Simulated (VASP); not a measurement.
# TiAl3 in VASP: notebook

The runs below take TiAl3 through single point, with PBEsol.

Program: VASP 6.6.1. These are calculated values, not measurements. Logs are shortened: lines on timing, memory, paths and dates and some standing lists are left out, and cuts for length are marked.

**1. The cell of the first run**

It takes space group Pm-3m (No. 221, cubic). The conventional cell has a = 3.948 Å, b = 3.948 Å, c = 3.948 Å, α = 90.00°, β = 90.00°, γ = 90.00°. Ti (site symmetry m-3m) has 12 Al at 2.79 Å within 3.7 Å. Within 3.7 Å of Al (site symmetry 4/mmm) lie 4 Ti at 2.79 Å and 8 Al at 2.79 Å.

**2. Single point, PBEsol**

The input, INCAR:

```
ALGO     = Fast           # electronic algorithm
EDIFF    = 1E-6           # SCF threshold, eV
ENCUT    = 520            # plane-wave cutoff, eV
GGA      = PS             # functional
ISIF     = 2              # what is computed and relaxed
ISMEAR   = 0              # smearing method
LASPH    = True           # aspherical terms in the spheres
LCHARG   = True           # write CHGCAR
LELF     = True           # ELF
LREAL    = False          # projectors in reciprocal space
LVHAR    = True         
LWAVE    = False          # write WAVECAR
NBANDS   = 18             # bands
NELM     = 80             # most SCF steps
PREC     = Accurate       # precision mode
SIGMA    = 0.1            # smearing width, eV
```

The input, KPOINTS:

```
k-points
0
Gamma
  14 14 14
```

The input, POSCAR:

```
TiAl3
1.0
    3.9483448104      0.0000000000      0.0000000000
    0.0000000000      3.9483448104      0.0000000000
    0.0000000000      0.0000000000      3.9483448104
Ti Al
1 3
Direct
    0.0000000000      0.0000000000      0.0000000000
    0.5000000000      0.5000000000      0.0000000000
    0.5000000000      0.0000000000      0.5000000000
    0.0000000000      0.5000000000      0.5000000000
```

Potentials or basis: VASP PAW PBE potentials, release 64 (Ti_sv, Al).

Launch:

```
> cat potpaw_PBE.64/Ti_sv/POTCAR potpaw_PBE.64/Al/POTCAR > POTCAR
> mpirun -np 1 vasp_std > vasp.out
```

OUTCAR:

```text
EDIFF = 1E-6
   ENCUT = 520
   GGA = PS
   ISIF = 2
   ISMEAR = 0
   LASPH = True
   LREAL = False
   NELM = 80
   PREC = Accurate

 ion  position               nearest neighbor table
   1  0.000  0.000  0.000-   2 2.79   3 2.79   4 2.79   3 2.79   4 2.79   2 2.79   4 2.79   4 2.79
                             2 2.79   3 2.79   3 2.79   2 2.79
   2  0.500  0.500  0.000-   1 2.79   3 2.79   4 2.79   3 2.79   4 2.79   1 2.79   3 2.79   3 2.79
                             1 2.79   4 2.79   4 2.79   1 2.79
   3  0.500  0.000  0.500-   1 2.79   2 2.79   4 2.79   1 2.79   2 2.79   2 2.79   4 2.79   2 2.79
                             1 2.79   4 2.79   1 2.79   4 2.79
   4  0.000  0.500  0.500-   1 2.79   2 2.79   3 2.79   1 2.79   2 2.79   1 2.79   3 2.79   1 2.79
                             2 2.79   3 2.79   2 2.79   3 2.79

  LATTYP: Found a simple cubic cell.
 ALAT       =     3.9483448104

  Lattice vectors:

 A1 = (   3.9483448104,   0.0000000000,   0.0000000000)
 A2 = (   0.0000000000,   3.9483448104,   0.0000000000)
 A3 = (   0.0000000000,   0.0000000000,   3.9483448104)

Analysis of symmetry for initial positions (statically):
=====================================================================
 Subroutine PRICEL returns:
 Original cell was already a primitive cell.

 Routine SETGRP: Setting up the symmetry group for a
 simple cubic supercell.

 Subroutine GETGRP returns: Found 48 space group operations
 (whereof 48 operations were pure point group operations)
 out of a pool of 48 trial point group operations.

The static configuration has the point symmetry O_h .

Analysis of symmetry for dynamics (positions and initial velocities):
=====================================================================
 Subroutine PRICEL returns:
 Original cell was already a primitive cell.

 Routine SETGRP: Setting up the symmetry group for a
 simple cubic supercell.

 Subroutine GETGRP returns: Found 48 space group operations
 (whereof 48 operations were pure point group operations)
 out of a pool of 48 trial point group operations.

The dynamic configuration has the point symmetry O_h .

 Subroutine INISYM returns: Found 48 space group operations
 (whereof 48 operations are pure point group operations),
 and found     1 'primitive' translations

----------------------------------------------------------------------------------------

                                     Primitive cell

  volume of cell :      61.5524

  direct lattice vectors                    reciprocal lattice vectors
     3.948344810  0.000000000  0.000000000     0.253270686  0.000000000  0.000000000
     0.000000000  3.948344810  0.000000000     0.000000000  0.253270686  0.000000000
     0.000000000  0.000000000  3.948344810     0.000000000  0.000000000  0.253270686

  length of vectors
     3.948344810  3.948344810  3.948344810     0.253270686  0.253270686  0.253270686

  position of ions in fractional coordinates (direct lattice)
     0.000000000  0.000000000  0.000000000
     0.500000000  0.500000000  0.000000000
     0.500000000  0.000000000  0.500000000
     0.000000000  0.500000000  0.500000000

  ion indices of the primitive-cell ions
   primitive index   ion index
                 1           1
                 2           2
                 3           3
                 4           4

----------------------------------------------------------------------------------------

 KPOINTS: k-points

Automatic generation of k-mesh.
 Grid dimensions read from file:
 generate k-points for:   14   14   14

 Generating k-lattice:

  Cartesian coordinates                     Fractional coordinates (reciprocal lattice)
     0.018090763  0.000000000  0.000000000     0.071428571  0.000000000  0.000000000
     0.000000000  0.018090763  0.000000000     0.000000000  0.071428571  0.000000000
     0.000000000  0.000000000  0.018090763     0.000000000  0.000000000  0.071428571

  Length of vectors
     0.018090763  0.018090763  0.018090763

  Shift w.r.t. Gamma in fractional coordinates (k-lattice)
     0.000000000  0.000000000  0.000000000

 Subroutine IBZKPT returns following result:
 ===========================================

 Found    120 irreducible k-points:

 Following reciprocal coordinates:
            Coordinates               Weight
  0.000000  0.000000  0.000000      1.000000
  0.071429  0.000000  0.000000      6.000000
  0.142857  0.000000  0.000000      6.000000
  0.214286  0.000000  0.000000      6.000000
  0.285714  0.000000  0.000000      6.000000
  0.357143  0.000000  0.000000      6.000000
[... 16 lines left out ...]
  0.285714  0.214286  0.000000     24.000000
  0.357143  0.214286  0.000000     24.000000
 [... further k-points ...]
   k-points           NKPTS =    120   k-points in BZ     NKDIM =    120   number of bands    NBANDS=     18
   number of dos      NEDOS =    301   number of ions     NIONS =      4
   total plane-waves  NPLWV =  27000
   dimension x,y,z NGX =    30 NGY =   30 NGZ =   30
   dimension x,y,z NGXF=    60 NGYF=   60 NGZF=   60
   ions per type =               1   3
   NGX,Y,Z   is equivalent  to a cutoff of  12.63, 12.63, 12.63 a.u.
   NGXF,Y,Z  is equivalent  to a cutoff of  25.26, 25.26, 25.26 a.u.
 SYSTEM =  unknown system
   PREC   = accura    normal or accurate (medium, high low for compatibility)
   ISTART =      0    job   : 0-new  1-cont  2-samecut
   ICHARG =      2    charge: 1-file 2-atom 10-const
   ISPIN  =      1    spin polarized calculation?
   LNONCOLLINEAR =      F non collinear calculations
   LSORBIT =      F    spin-orbit coupling
   LASPH  =      T    aspherical Exc in radial PAW
   ENCUT  =  520.0 eV  38.22 Ry    6.18 a.u.   7.34  7.34  7.34*2*pi/ulx,y,z
   NELM   =     80;   NELMIN=  2; NELMDL= -5     # of ELM steps
   EDIFF  = 0.1E-05   stopping-criterion for ELM
   LREAL  =      F    real-space projection
   EDIFFG = 0.1E-04   stopping-criterion for IOM
   NSW    =      0    number of steps for IOM
   IBRION =     -1    ionic relax: 0-MD 1-quasi-New 2-CG
   NFREE  =      0    steps in history (QN), initial steepest desc. (CG)
   ISIF   =      2    stress and relaxation
   ISYM   =      2    0-nonsym 1-usesym 2-fastsym
   POTIM  = 0.5000    time-step for ionic-motion
   TEBEG  =    0.0;   TEEND  =   0.0 temperature during run
   PSTRESS=    0.0 pullay stress
   NELECT =      21.0000    total number of electrons
   NUPDOWN=      -1.0000    fix difference up-down
   EMIN   =  10.00;   EMAX   =-10.00  energy-range for DOS
   EFERMI =   0.00;   METHOD = LEGACY
   ISMEAR =     0;   SIGMA  =   0.10  broadening in eV -4-tet -1-fermi 0-gaus
   EFERMI_NEDOS =   21; number of points for ismear=-14 and -15
   IALGO  =     68    algorithm
   IMIX   =      4    mixing-type and parameters
     AMIX     =   0.40;   BMIX     =  1.00
     AMIX_MAG =   1.60;   BMIX_MAG =  1.00
  volume/ion in A,a.u.               =      15.39       103.84
  Fermi-wavevector in a.u.,A,eV,Ry     =   1.143930  2.161715 17.804261  1.308576
  Thomas-Fermi vector in A             =   2.280624
   LORBIT       =      0    0 simple, 1 ext, 2 COOP (PROOUT), +10 PAW based schemes
   GGA     = PS    functional components
   LHFCALC =     F    Hartree Fock is set to
   AEXX    =    0.0000 exact exchange contribution
   IVDW    =     0    specifies the selected vdW correction
   LEPSILON=     F    determine dielectric tensor
   LRPA    =     F    only Hartree local field effects (RPA)
 non-spin polarized calculation
 RMM-DIIS sequential band-by-band and
 Gauss-broadening in eV      SIGMA  =   0.10
  energy-cutoff  :      520.00
  volume of cell :       61.55
 maximum number of plane-waves:      1691
 NGX is ok and might be reduce to    30
   NGX = 15   NGY = 15   NGZ = 15

 number of electron      20.9999997 magnetization

 Free energy of the ion-electron system (eV)
  ---------------------------------------------------
  ext. energy  EPLUGINS =         0.00000000
  ---------------------------------------------------
  free energy    TOTEN  =       -22.12631369 eV

  energy without entropy =      -22.11478392  energy(sigma->0) =      -22.12054881

 E-fermi :   9.1202     XC(G=0): -10.9374

 val. band max:        9.1010812569   @ k =   0.3571   0.3571   0.1429
 cond. band min:       9.1207360810   @ k =   0.3571   0.0714   0.0714
 fundamental gap:      0.0196548241
 Fermi energy:         9.1201827427

 k-point     1 :       0.0000    0.0000    0.0000
  band No.  band energies     occupation
      1     -47.6014      2.00000
      2     -24.0095      2.00000
      3     -24.0095      2.00000
      4     -24.0095      2.00000
      5      -1.7486      2.00000
      6       5.9854      2.00000
[... 10 lines left out ...]
     17      14.8438      0.00000
     18      14.8438      0.00000

 k-point     2 :       0.0714    0.0000    0.0000
  band No.  band energies     occupation
      1     -47.6014      2.00000
      2     -24.0106      2.00000
      3     -24.0095      2.00000
      4     -24.0095      2.00000
      5      -1.6987      2.00000
      6       5.5530      2.00000
[... 10 lines left out ...]
     17      14.7858      0.00000
     18      14.7908      0.00000

 k-point     3 :       0.1429    0.0000    0.0000
  band No.  band energies     occupation
      1     -47.6012      2.00000
      2     -24.0135      2.00000
      3     -24.0092      2.00000
      4     -24.0092      2.00000
      5      -1.5497      2.00000
      6       4.7518      2.00000
[... 10 lines left out ...]
     17      14.4932      0.00000
     18      14.4965      0.00000

 k-point     4 :       0.2143    0.0000    0.0000
  band No.  band energies     occupation
      1     -47.6011      2.00000
      2     -24.0178      2.00000
      3     -24.0089      2.00000
      4     -24.0089      2.00000
      5      -1.3036      2.00000
      6       3.8777      2.00000
[... 10 lines left out ...]
     17      13.9407      0.00000
     18      14.0899      0.00000

 k-point     5 :       0.2857    0.0000    0.0000
  band No.  band energies     occupation
      1     -47.6009      2.00000
      2     -24.0225      2.00000
      3     -24.0086      2.00000
      4     -24.0086      2.00000
      5      -0.9647      2.00000
      6       3.0146      2.00000
[... 10 lines left out ...]
     17      13.3263      0.00000
     18      15.0833      0.00000

 k-point     6 :       0.3571    0.0000    0.0000
  band No.  band energies     occupation
      1     -47.6007      2.00000
      2     -24.0268      2.00000
      3     -24.0083      2.00000
      4     -24.0083      2.00000
      5      -0.5416      2.00000
      6       2.2034      2.00000
[... 307 lines left out ...]
 k-point    21 :       0.5000    0.1429    0.0000
  band No.  band energies     occupation
      1     -47.6004      2.00000
      2     -24.0302      2.00000
      3     -24.0118      2.00000
      4     -24.0077      2.00000
      5       0.4259      2.00000
      6       1.2818      2.00000
[... 10 lines left out ...]
     17      13.0601      0.00000
     18      14.5642      0.00000

 k-point    22 :       0.2143    0.2143    0.0000
  band No.  band energies     occupation
      1     -47.6007      2.00000
      2     -24.0173      2.00000
      3     -24.0167      2.00000
      4     -24.0083      2.00000
      5      -0.8694      2.00000
      6       4.1294      2.00000
[... 10 lines left out ...]
     17      13.9197      0.00000
     18      14.2659      0.00000

 k-point    23 :       0.2857    0.2143    0.0000
  band No.  band energies     occupation
      1     -47.6005      2.00000
      2     -24.0216      2.00000
      3     -24.0166      2.00000
      4     -24.0080      2.00000
      5      -0.5394      2.00000
      6       3.3812      2.00000
[... 10 lines left out ...]
     17      13.9581      0.00000
     18      14.3192      0.00000

 k-point    24 :       0.3571    0.2143    0.0000
  band No.  band energies     occupation
      1     -47.6004      2.00000
      2     -24.0258      2.00000
      3     -24.0162      2.00000
      4     -24.0077      2.00000
      5      -0.1293      2.00000
      6       2.5936      2.00000
[... 10 lines left out ...]
     17      13.9875      0.00000
     18      14.2083      0.00000

 [... further k-points ...]
[... 5 lines left out ...]
  --------------------------------------------------------------------------------------
  -------------------------------------------------------------------------------------
  Total        0.0273504      0.0273504      0.0273504      0.0000000     -0.0000000      0.0000000
  in kB        0.7119156      0.7119156      0.7119156      0.0000000     -0.0000000      0.0000000
  external PRESSURE =       0.7119156 kB  Pullay stress =       0.0000000 kB

 VOLUME and BASIS-vectors are now :
 -----------------------------------------------------------------------------
  energy-cutoff  :      520.00
  volume of cell :       61.55
      direct lattice vectors                 reciprocal lattice vectors
     3.948344810  0.000000000  0.000000000     0.253270686  0.000000000  0.000000000
     0.000000000  3.948344810  0.000000000     0.000000000  0.253270686  0.000000000
     0.000000000  0.000000000  3.948344810     0.000000000  0.000000000  0.253270686

 POSITION                                       TOTAL-FORCE (eV/Angst)
 -----------------------------------------------------------------------------------
      0.00000      0.00000      0.00000         0.000000      0.000000      0.000000
      1.97417      1.97417      0.00000         0.000000      0.000000      0.000000
      1.97417      0.00000      1.97417         0.000000      0.000000      0.000000
      0.00000      1.97417      1.97417         0.000000      0.000000      0.000000
 -----------------------------------------------------------------------------------
    total drift:                                0.000000     -0.000000      0.000000

  FREE ENERGIE OF THE ION-ELECTRON SYSTEM (eV)
  ---------------------------------------------------
  free  energy   TOTEN  =       -22.1263136939 eV

  energy  without entropy=      -22.1147839193  energy(sigma->0) =      -22.12054881
```

It took 2.6 min on 1 thread of Intel Xeon 6975P-C (Granite Rapids), shared host; peak memory 0.25 GiB.

What came out:

* Free energy: -22.1263 eV
* Pressure: 0.1 GPa
* Band gap on the k mesh: zero (an odd number of electrons rules out a gap without spin polarisation)

Levels at points of the mesh, in eV from the Fermi level:
| k point | band 6 | band 7 | band 8 | band 9 | band 10 | band 11 | band 12 | band 13 | band 14 | band 15 |
| --- | --- | --- | --- | --- | --- | --- | --- | --- | --- | --- |
| (0.00, 0.00, 0.00) | -3.13 | -3.13 | -2.18 | -2.18 | -2.18 | 0.14 | 0.14 | 0.14 | 0.67 | 4.12 |
| (0.50, 0.00, 0.00) | -8.04 | -2.29 | -2.29 | -2.23 | 0.39 | 0.73 | 0.73 | 0.93 | 0.99 | 1.37 |
| (0.50, 0.50, 0.00) | -6.16 | -6.16 | -5.08 | -1.29 | -1.29 | 0.61 | 0.86 | 1.09 | 1.13 | 3.57 |
| (0.50, 0.50, 0.50) | -5.18 | -5.18 | -5.03 | -3.53 | -3.53 | -3.53 | 0.17 | 1.19 | 1.19 | 2.81 |

Caveat: the PAW data sets were made with another functional, which shifts forces and pressure a little.

**3. Single point, PBEsol (strain along c alone, the other axes held: -6.0 %)**

The input, INCAR:

```
SYSTEM = TiAl3
PREC     = Accurate       ! precision mode
ENCUT    = 520            ! plane-wave cutoff, eV
EDIFF    = 1E-7           ! SCF threshold, eV
ISMEAR   = 0              ! smearing method
SIGMA    = 0.1            ! smearing width, eV
LREAL    = .FALSE.        ! projectors in reciprocal space
LASPH    = .TRUE.         ! aspherical terms in the spheres
NELM     = 100            ! most SCF steps
ALGO     = Fast           ! electronic algorithm
ISIF     = 2              ! what is computed and relaxed
LWAVE    = .FALSE.        ! write WAVECAR
LCHARG   = .TRUE.         ! write CHGCAR
GGA      = PS             ! functional
LELF     = .TRUE.         ! ELF
LVHAR    = .TRUE.       
NBANDS   = 18             ! bands
```

The input, KPOINTS:

```
Automatic mesh
0
G
  14 14 14
  0 0 0
```

Edit POSCAR of step 2 so:

```diff
@@ -4,3 +4,3 @@
     0.0000000000      3.9483448104      0.0000000000
-    0.0000000000      0.0000000000      3.9483448104
+    0.0000000000      0.0000000000      3.7114441217
 Ti Al
```

Potentials or basis: VASP PAW PBE potentials, release 64 (Ti_sv, Al).

Launch:

```
> cat potpaw_PBE.64/Ti_sv/POTCAR potpaw_PBE.64/Al/POTCAR > POTCAR
> mpirun -np 1 vasp_std > vasp.out
```

Wall time 6.7 min (1 thread of Intel Xeon 6975P-C (Granite Rapids), shared host); peak memory 0.38 GiB.

The run converged. Its results:

* Free energy: -21.9699 eV
* Pressure: 8.2 GPa
* Band gap on the k mesh: zero (an odd number of electrons rules out a gap without spin polarisation)

Stress tensor (GPa, compression positive):
```
 5.27  0.00  0.00
 0.00  5.27  0.00
 0.00  0.00 14.15
```

Levels at points of the mesh, in eV from the Fermi level:
```csv
k point,band 8,band 9,band 10,band 11,band 12,band 13
"(0.00, 0.00, 0.00)",-2.52,-2.52,-1.49,0.03,0.24,0.24
"(0.50, 0.00, 0.00)",-2.33,-1.93,0.48,0.51,0.70,0.84
"(0.50, 0.50, 0.00)",-5.24,-1.03,-1.03,0.78,0.99,1.06
"(0.00, 0.00, 0.50)",-2.54,-2.48,0.41,0.61,0.61,0.94
"(0.50, 0.00, 0.50)",-5.23,-1.55,-1.37,0.48,0.90,0.92
"(0.50, 0.50, 0.50)",-5.23,-3.68,-3.68,-3.39,0.23,1.16
```

Caveat: the cell differs from its parent crystal (strain along c alone, the other axes held: -6.0 %); the stress differs along the axes, from 5 to 14 GPa; the PAW data sets were made with another functional, which shifts forces and pressure a little.

(Continued in part 2 of 2.)
